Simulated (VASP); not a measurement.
# B (P4/mmm) in VASP: notebook

Runs on B. Level: PBE. Tasks: single point.

Program: VASP 6.6.1. These are calculated values, not measurements. Logs are shortened: lines on timing, memory, paths and dates and some standing lists are left out, and cuts for length are marked.

### Step 1. The cell of the first run

The structure is tetragonal, space group P4/mmm (No. 123). Conventional cell: a = 2.298 Å, b = 2.298 Å, c = 1.553 Å, α = 90.00°, β = 90.00°, γ = 90.00°. Within 2.1 Å of B (site symmetry 4/mmm) lie 2 B at 1.55 Å.

### Step 2. Single point, PBE

Input file INCAR:

```
PREC     = Accurate       # precision mode
ENCUT    = 520            # plane-wave cutoff, eV
EDIFF    = 1E-6           # SCF threshold, eV
ISMEAR   = -1             # smearing method
SIGMA    = 0.05           # smearing width, eV
LREAL    = False          # projectors in reciprocal space
LASPH    = True           # aspherical terms in the spheres
NELM     = 60             # most SCF steps
ALGO     = Normal         # electronic algorithm
ISIF     = 2              # what is computed and relaxed
LWAVE    = False          # write WAVECAR
LCHARG   = False          # write CHGCAR
GGA      = PE             # functional
NBANDS   = 8              # bands
```

Input file KPOINTS:

```
Automatic mesh
0
Gamma
  11 11 16
```

Input file POSCAR:

```
B
1.0
    2.2982167655      0.0000000000      0.0000000000
    0.0000000000      2.2982167655      0.0000000000
    0.0000000000      0.0000000000      1.5534178553
B
1
Direct
    0.5000000000      0.5000000000      0.5000000000
```

Potentials or basis: VASP PAW PBE potentials, release 64 (B).

Command:

```
cat potpaw_PBE.64/B/POTCAR > POTCAR
mpirun -np 1 vasp_std > vasp.out
```

OUTCAR:

```text
PREC = Accurate
   ENCUT = 520
   EDIFF = 1E-6
   ISMEAR = -1
   LREAL = False
   LASPH = True
   NELM = 60
   ISIF = 2
   GGA = PE

 ion  position               nearest neighbor table
   1  0.500  0.500  0.500-

  LATTYP: Found a simple tetragonal cell.
 ALAT       =     2.2982167655
 C/A-ratio  =     0.6759231238

  Lattice vectors:

 A1 = (   2.2982167655,   0.0000000000,   0.0000000000)
 A2 = (   0.0000000000,   2.2982167655,   0.0000000000)
 A3 = (   0.0000000000,   0.0000000000,   1.5534178553)

Analysis of symmetry for initial positions (statically):
=====================================================================
 Subroutine PRICEL returns:
 Original cell was already a primitive cell.

 Routine SETGRP: Setting up the symmetry group for a
 simple tetragonal supercell.

 Subroutine GETGRP returns: Found 16 space group operations
 (whereof 16 operations were pure point group operations)
 out of a pool of 16 trial point group operations.

The static configuration has the point symmetry D_4h.

Analysis of symmetry for dynamics (positions and initial velocities):
=====================================================================
 Subroutine PRICEL returns:
 Original cell was already a primitive cell.

 Routine SETGRP: Setting up the symmetry group for a
 simple tetragonal supercell.

 Subroutine GETGRP returns: Found 16 space group operations
 (whereof 16 operations were pure point group operations)
 out of a pool of 16 trial point group operations.

The dynamic configuration has the point symmetry D_4h.

 Subroutine INISYM returns: Found 16 space group operations
 (whereof 16 operations are pure point group operations),
 and found     1 'primitive' translations

----------------------------------------------------------------------------------------

                                     Primitive cell

  volume of cell :       8.2048

  direct lattice vectors                    reciprocal lattice vectors
     2.298216765  0.000000000  0.000000000     0.435119966  0.000000000  0.000000000
     0.000000000  2.298216765  0.000000000     0.000000000  0.435119966  0.000000000
     0.000000000  0.000000000  1.553417855     0.000000000  0.000000000  0.643741796

  length of vectors
     2.298216765  2.298216765  1.553417855     0.435119966  0.435119966  0.643741796

  position of ions in fractional coordinates (direct lattice)
     0.500000000  0.500000000  0.500000000

  ion indices of the primitive-cell ions
   primitive index   ion index
                 1           1

----------------------------------------------------------------------------------------

 KPOINTS: Automatic mesh

Automatic generation of k-mesh.
 Grid dimensions read from file:
 generate k-points for:   11   11   16

 Generating k-lattice:

  Cartesian coordinates                     Fractional coordinates (reciprocal lattice)
     0.039556361  0.000000000  0.000000000     0.090909091  0.000000000  0.000000000
     0.000000000  0.039556361  0.000000000     0.000000000  0.090909091  0.000000000
     0.000000000  0.000000000  0.040233862     0.000000000  0.000000000  0.062500000

  Length of vectors
     0.039556361  0.039556361  0.040233862

  Shift w.r.t. Gamma in fractional coordinates (k-lattice)
     0.000000000  0.000000000  0.000000000

 Subroutine IBZKPT returns following result:
 ===========================================

 Found    189 irreducible k-points:

 Following reciprocal coordinates:
            Coordinates               Weight
  0.000000  0.000000  0.000000      1.000000
  0.090909  0.000000  0.000000      4.000000
  0.181818  0.000000  0.000000      4.000000
  0.272727  0.000000  0.000000      4.000000
  0.363636  0.000000  0.000000      4.000000
  0.454545  0.000000  0.000000      4.000000
[... 16 lines left out ...]
  0.090909  0.000000  0.062500      8.000000
  0.181818  0.000000  0.062500      8.000000
 [... further k-points ...]
   k-points           NKPTS =    189   k-points in BZ     NKDIM =    189   number of bands    NBANDS=      8
   number of dos      NEDOS =    301   number of ions     NIONS =      1
   total plane-waves  NPLWV =   3888
   dimension x,y,z NGX =    18 NGY =   18 NGZ =   12
   dimension x,y,z NGXF=    36 NGYF=   36 NGZF=   24
   ions per type =               1
   NGX,Y,Z   is equivalent  to a cutoff of  13.02, 13.02, 12.84 a.u.
   NGXF,Y,Z  is equivalent  to a cutoff of  26.04, 26.04, 25.68 a.u.
 SYSTEM =  unknown system
   PREC   = accura    normal or accurate (medium, high low for compatibility)
   ISTART =      0    job   : 0-new  1-cont  2-samecut
   ICHARG =      2    charge: 1-file 2-atom 10-const
   ISPIN  =      1    spin polarized calculation?
   LNONCOLLINEAR =      F non collinear calculations
   LSORBIT =      F    spin-orbit coupling
   LASPH  =      T    aspherical Exc in radial PAW
   ENCUT  =  520.0 eV  38.22 Ry    6.18 a.u.   4.27  4.27  2.89*2*pi/ulx,y,z
   NELM   =     60;   NELMIN=  2; NELMDL= -5     # of ELM steps
   EDIFF  = 0.1E-05   stopping-criterion for ELM
   LREAL  =      F    real-space projection
   EDIFFG = 0.1E-04   stopping-criterion for IOM
   NSW    =      0    number of steps for IOM
   IBRION =     -1    ionic relax: 0-MD 1-quasi-New 2-CG
   NFREE  =      0    steps in history (QN), initial steepest desc. (CG)
   ISIF   =      2    stress and relaxation
   ISYM   =      2    0-nonsym 1-usesym 2-fastsym
   POTIM  = 0.5000    time-step for ionic-motion
   TEBEG  =    0.0;   TEEND  =   0.0 temperature during run
   PSTRESS=    0.0 pullay stress
   NELECT =       3.0000    total number of electrons
   NUPDOWN=      -1.0000    fix difference up-down
   EMIN   =  10.00;   EMAX   =-10.00  energy-range for DOS
   EFERMI =   0.00;   METHOD = LEGACY
   ISMEAR =    -1;   SIGMA  =   0.05  broadening in eV -4-tet -1-fermi 0-gaus
   EFERMI_NEDOS =   21; number of points for ismear=-14 and -15
   IALGO  =     38    algorithm
   IMIX   =      4    mixing-type and parameters
     AMIX     =   0.40;   BMIX     =  1.00
     AMIX_MAG =   1.60;   BMIX_MAG =  1.00
  volume/ion in A,a.u.               =       8.20        55.37
  Fermi-wavevector in a.u.,A,eV,Ry     =   1.170645  2.212198 18.645551  1.370409
  Thomas-Fermi vector in A             =   2.307100
   LORBIT       =      0    0 simple, 1 ext, 2 COOP (PROOUT), +10 PAW based schemes
   GGA     = PE    functional components
   LHFCALC =     F    Hartree Fock is set to
   AEXX    =    0.0000 exact exchange contribution
   IVDW    =     0    specifies the selected vdW correction
   LEPSILON=     F    determine dielectric tensor
   LRPA    =     F    only Hartree local field effects (RPA)
 non-spin polarized calculation
  energy-cutoff  :      520.00
  volume of cell :        8.20
 maximum number of plane-waves:       231
 NGX is ok and might be reduce to    18
   NGX =  9   NGY =  9   NGZ =  5

 number of electron       3.0000000 magnetization

 Free energy of the ion-electron system (eV)
  ---------------------------------------------------
  ext. energy  EPLUGINS =         0.00000000
  ---------------------------------------------------
  free energy    TOTEN  =        -5.64159806 eV

  energy without entropy =       -5.63965357  energy(sigma->0) =       -5.64062581

 E-fermi :   5.5480     XC(G=0): -11.2635

 val. band max:        5.4701380487   @ k =   0.3636   0.3636   0.1875
 cond. band min:       5.5572892824   @ k =   0.2727   0.1818   0.1875
 fundamental gap:      0.0871512336
 Fermi energy:         5.5479589710

 k-point     1 :       0.0000    0.0000    0.0000
  band No.  band energies     occupation
      1      -8.9293      2.00000
      2      10.2173      0.00000
      3      10.2173      0.00000
      4      20.1917      0.00000
      5      21.7004      0.00000
      6      33.3394      0.00000
      7      42.7761      0.00000
      8      42.7761      0.00000

 k-point     2 :       0.0909    0.0000    0.0000
  band No.  band energies     occupation
      1      -8.7378      2.00000
      2       8.8682      0.00000
      3      10.3461      0.00000
      4      21.0193      0.00000
      5      22.6547      0.00000
      6      33.4002      0.00000
      7      39.3364      0.00000
      8      40.8939      0.00000

 k-point     3 :       0.1818    0.0000    0.0000
  band No.  band energies     occupation
      1      -8.1645      2.00000
      2       6.1377      0.00002
      3      10.7100      0.00000
      4      21.7961      0.00000
      5      25.7152      0.00000
      6      33.5667      0.00000
      7      35.5469      0.00000
      8      38.3410      0.00000

 k-point     4 :       0.2727    0.0000    0.0000
  band No.  band energies     occupation
      1      -7.2139      2.00000
      2       3.2304      2.00000
      3      11.2348      0.00000
      4      22.7067      0.00000
      5      28.4608      0.00000
      6      32.4033      0.00000
      7      33.7929      0.00000
      8      37.3464      0.00000

 k-point     5 :       0.3636    0.0000    0.0000
  band No.  band energies     occupation
      1      -5.9014      2.00000
      2       0.5268      2.00000
      3      11.7789      0.00000
      4      23.9120      0.00000
      5      28.5570      0.00000
      6      30.0992      0.00000
      7      34.0094      0.00000
      8      39.7146      0.00000

 k-point     6 :       0.4545    0.0000    0.0000
  band No.  band energies     occupation
      1      -4.3299      2.00000
      2      -1.7580      2.00000
      3      12.1392      0.00000
      4      25.3989      0.00000
      5      27.0734      0.00000
      6      28.8558      0.00000
      7      34.1425      0.00000
      8      43.5440      0.00000

 k-point     7 :       0.0909    0.0909    0.0000
  band No.  band energies     occupation
      1      -8.5467      2.00000
      2       8.6831      0.00000
      3       9.3644      0.00000
      4      22.4746      0.00000
      5      22.8684      0.00000
      6      33.4605      0.00000
      7      36.1940      0.00000
      8      43.3426      0.00000
[... 133 lines left out ...]
 k-point    20 :       0.4545    0.3636    0.0000
  band No.  band energies     occupation
      1      -1.5835      2.00000
      2       0.6903      2.00000
      3       4.2646      2.00000
      4      12.6665      0.00000
      5      34.7145      0.00000
      6      39.0615      0.00000
      7      41.7033      0.00000
      8      52.9938      0.00000

 k-point    21 :       0.4545    0.4545    0.0000
  band No.  band energies     occupation
      1      -0.1534      2.00000
      2       1.1953      2.00000
      3       2.4658      2.00000
      4      11.0168      0.00000
      5      34.8265      0.00000
      6      42.3461      0.00000
      7      42.3543      0.00000
      8      53.6672      0.00000

 k-point    22 :       0.0000    0.0000    0.0625
  band No.  band energies     occupation
      1      -8.7467      2.00000
      2      10.4356      0.00000
      3      10.4356      0.00000
      4      20.4340      0.00000
      5      21.3981      0.00000
      6      32.4333      0.00000
      7      42.9548      0.00000
      8      42.9548      0.00000

 k-point    23 :       0.0909    0.0000    0.0625
  band No.  band energies     occupation
      1      -8.5554      2.00000
      2       9.0770      0.00000
      3      10.5642      0.00000
      4      21.1055      0.00000
      5      22.5235      0.00000
      6      32.4099      0.00000
      7      39.5525      0.00000
      8      41.4561      0.00000

 k-point    24 :       0.1818    0.0000    0.0625
  band No.  band energies     occupation
      1      -7.9827      2.00000
      2       6.3379      0.00000
      3      10.9272      0.00000
      4      21.7331      0.00000
      5      25.7829      0.00000
      6      32.2756      0.00000
      7      35.7751      0.00000
      8      39.3553      0.00000

 [... further k-points ...]
[... 5 lines left out ...]
  --------------------------------------------------------------------------------------
  -------------------------------------------------------------------------------------
  Total        0.1346359      0.1346359      1.4544581      0.0000000     -0.0000000      0.0000000
  in kB       26.2906423     26.2906423    284.0151610      0.0000000     -0.0000000      0.0000000
  external PRESSURE =     112.1988152 kB  Pullay stress =       0.0000000 kB

 VOLUME and BASIS-vectors are now :
 -----------------------------------------------------------------------------
  energy-cutoff  :      520.00
  volume of cell :        8.20
      direct lattice vectors                 reciprocal lattice vectors
     2.298216765  0.000000000  0.000000000     0.435119966  0.000000000  0.000000000
     0.000000000  2.298216765  0.000000000     0.000000000  0.435119966  0.000000000
     0.000000000  0.000000000  1.553417855     0.000000000  0.000000000  0.643741796

 POSITION                                       TOTAL-FORCE (eV/Angst)
 -----------------------------------------------------------------------------------
      1.14911      1.14911      0.77671         0.000000      0.000000      0.000000
 -----------------------------------------------------------------------------------
    total drift:                                0.000000      0.000000     -0.000000

  FREE ENERGIE OF THE ION-ELECTRON SYSTEM (eV)
  ---------------------------------------------------
  free  energy   TOTEN  =        -5.6415980593 eV

  energy  without entropy=       -5.6396535702  energy(sigma->0) =       -5.64062581
```

Wall time 4.8 s (1 thread of Intel Xeon Platinum 8488C (Sapphire Rapids), shared host); peak memory 0.11 GiB.

Results:

* Free energy: -5.6416 eV
* Pressure: 11.2 GPa

### Step 3. Single point, PBE

This run uses another cell than the first one, of 8.38 Å³/atom, 1.021 times its volume.

Input file INCAR:

```
  ALGO = Normal
  EDIFF = 1E-7
  ENCUT = 520
  GGA = PE
  ISIF = 2
  ISMEAR = -1
  LASPH = True
  LCHARG = False
  LREAL = False
  LWAVE = False
  NBANDS = 8
  NELM = 60
  PREC = Accurate
  SIGMA = 0.05
```

Input file KPOINTS:

```
k-points
0
Gamma
  11 11 16
```

Input file POSCAR:

```
B
1.0
    2.3144019239      0.0000000000      0.0000000000
    0.0000000000      2.3144019239      0.0000000000
    0.0000000000      0.0000000000      1.5643577781
B
1
Direct
    0.5000000000      0.5000000000      0.5000000000
```

Potentials or basis: VASP PAW PBE potentials, release 64 (B).

Command:

```
cat potpaw_PBE.64/B/POTCAR > POTCAR
mpirun -np 1 vasp_std > vasp.out
```

Wall time 4.9 s (1 thread of Intel Xeon Platinum 8488C (Sapphire Rapids), shared host); peak memory 0.11 GiB.

It converged, with:

* Free energy: -5.6516 eV
* Pressure: 7.0 GPa

Stress tensor (GPa, compression positive):
```
 1.25  0.00  0.00
 0.00  1.25  0.00
 0.00  0.00 18.52
```

Levels at points of the mesh, in eV from the Fermi level:
```tsv
k point	band 1	band 2	band 3	band 4	band 5
(0.00, 0.00, 0.00)	-14.31	4.59	4.59	14.52	15.89
(0.00, 0.00, 0.50)	-6.14	1.56	14.07	14.07	21.87
```

### Step 4. Single point, PBE

This run uses another cell than the first one, of 8.55 Å³/atom, 1.043 times its volume.

Input file INCAR:

```
PREC     = Accurate       # precision mode
ENCUT    = 520            # plane-wave cutoff, eV
EDIFF    = 1E-7           # SCF threshold, eV
ISMEAR   = -1             # smearing method
SIGMA    = 0.05           # smearing width, eV
LREAL    = F              # projectors in reciprocal space
LASPH    = T              # aspherical terms in the spheres
NELM     = 100            # most SCF steps
ALGO     = Normal         # electronic algorithm
ISIF     = 2              # what is computed and relaxed
LWAVE    = F              # write WAVECAR
LCHARG   = F              # write CHGCAR
GGA      = PE             # functional
NBANDS   = 8              # bands
```

Input file KPOINTS:

```
regular mesh
0
Gamma
  11 11 16
```

Input file POSCAR:

```
B
1.0
    2.3303638209      0.0000000000      0.0000000000
    0.0000000000      2.3303638209      0.0000000000
    0.0000000000      0.0000000000      1.5751467934
B
1
Direct
    0.5000000000      0.5000000000      0.5000000000
```

Command:

```
cat potpaw_PBE.64/B/POTCAR > POTCAR
mpirun -np 1 vasp_std > vasp.out
```

Wall time 5.2 s (1 thread of Intel Xeon Platinum 8488C (Sapphire Rapids), shared host); peak memory 0.11 GiB.

Results (log left out):

```yaml
Free_energy: -5.6572 eV
Pressure: 3.1 GPa
```

Stress tensor (GPa, compression positive):
```
-0.02  0.00  0.00
 0.00 -0.02  0.00
 0.00  0.00  9.45
```

Levels at points of the mesh, in eV from the Fermi level:
| k point | band 1 | band 2 | band 3 | band 4 | band 5 |
| --- | --- | --- | --- | --- | --- |
| (0.00, 0.00, 0.00) | -14.15 | 4.50 | 4.50 | 14.39 | 15.64 |
| (0.00, 0.00, 0.50) | -6.05 | 1.48 | 13.81 | 13.81 | 21.61 |

### Step 5. Single point, PBE

This run uses another cell than the first one, of 8.73 Å³/atom, 1.064 times its volume.

Input file INCAR:

```
ALGO = Normal ; EDIFF = 1E-6
ENCUT = 520 ; GGA = PE
ISIF = 2 ; ISMEAR = -1
LASPH = T ; LCHARG = T
LELF = T ; LREAL = F
LVHAR = T ; LWAVE = F
NBANDS = 8 ; NELM = 60
PREC = Accurate ; SIGMA = 0.05
```

Input file KPOINTS:

```
k-points
0
Gamma
  11 11 16
```

Input file POSCAR:

```
B
1.0
    2.3461100000      0.0000000000      0.0000000000
    0.0000000000      2.3461100000      0.0000000000
    0.0000000000      0.0000000000      1.5857900000
B
1
Direct
    0.5000000000      0.5000000000      0.5000000000
```

Command:

```
cat potpaw_PBE.64/B/POTCAR > POTCAR
mpirun -np 1 vasp_std > vasp.out
```

Wall time 5.2 s (1 thread of Intel Xeon Platinum 8488C (Sapphire Rapids), shared host); peak memory 0.11 GiB.

It converged, with:

```
Free energy : -5.6588 eV
Pressure    : -0.4 GPa
```

Stress tensor (GPa, compression positive):
```
-1.17  0.00  0.00
 0.00 -1.17  0.00
 0.00  0.00  1.12
```

Levels at points of the mesh, in eV from the Fermi level:
```
           k point  band 1  band 2  band 3  band 4  band 5  band 6
(0.00, 0.00, 0.00)  -13.99    4.43    4.43   14.28   15.40   26.33
(0.00, 0.00, 0.50)   -5.96    1.40   13.56   13.56   21.36   26.64
```

### Step 6. Single point, PBE

This run uses another cell than the first one, of 8.90 Å³/atom, 1.085 times its volume.

Input file INCAR:

```
SYSTEM = B
ALGO     = Normal         ! electronic algorithm
EDIFF    = 1E-6           ! SCF threshold, eV
ENCUT    = 520            ! plane-wave cutoff, eV
GGA      = PE             ! functional
ISIF     = 2              ! what is computed and relaxed
ISMEAR   = -1             ! smearing method
LASPH    = .TRUE.         ! aspherical terms in the spheres
LCHARG   = .TRUE.         ! write CHGCAR
LELF     = .TRUE.         ! ELF
LREAL    = .FALSE.        ! projectors in reciprocal space
LVHAR    = .TRUE.       
LWAVE    = .FALSE.        ! write WAVECAR
NBANDS   = 8              ! bands
NELM     = 100            ! most SCF steps
PREC     = Accurate       ! precision mode
SIGMA    = 0.05           ! smearing width, eV
```

Input file KPOINTS:

```
k-points
0
G
  11 11 16
  0 0 0
```

Input file POSCAR:

```
B
1.0
    2.3616476051      0.0000000000      0.0000000000
    0.0000000000      2.3616476051      0.0000000000
    0.0000000000      0.0000000000      1.5962922266
B
1
Direct
    0.5000000000      0.5000000000      0.5000000000
```

Potentials or basis: VASP PAW PBE potentials, release 64 (B).

Command:

```
cat potpaw_PBE.64/B/POTCAR > POTCAR
mpirun -np 1 vasp_std > vasp.out
```

Run time: 5.2 s. Hardware: 1 thread of Intel Xeon Platinum 8488C (Sapphire Rapids), shared host; peak memory 0.11 GiB.

Results (log left out):

```yaml
Free_energy: -5.6566 eV
Pressure: -3.7 GPa
```

Stress tensor (GPa, compression positive):
```
-2.21  0.00  0.00
 0.00 -2.21  0.00
 0.00  0.00 -6.53
```

Levels at points of the mesh, in eV from the Fermi level:
```
           k point  band 1  band 2  band 3  band 4  band 5  band 6
(0.00, 0.00, 0.00)  -13.84    4.35    4.35   14.16   15.16   25.87
(0.00, 0.00, 0.50)   -5.88    1.33   13.32   13.32   21.12   26.35
```

### Step 7. The runs side by side

```tsv
cell	gap on the mesh (eV)	pressure (GPa)
a = 2.298, b = 2.298, c = 1.553 Å, 1 atom	none	11.2
a = 2.314, b = 2.314, c = 1.564 Å, 1 atom	none	7.0
a = 2.330, b = 2.330, c = 1.575 Å, 1 atom	none	3.1
a = 2.346, b = 2.346, c = 1.586 Å, 1 atom	none	-0.4
a = 2.362, b = 2.362, c = 1.596 Å, 1 atom	none	-3.7
```

Alike in all rows: task single point; level PBE; potentials or basis VASP PAW PBE potentials, release 64 (B); no spin polarisation; k mesh 11 × 11 × 16; cutoff (eV) 520; smearing fermi-dirac 0.05 eV.

Total energies depend on the potentials used, so only differences within one code and one set of settings carry meaning.
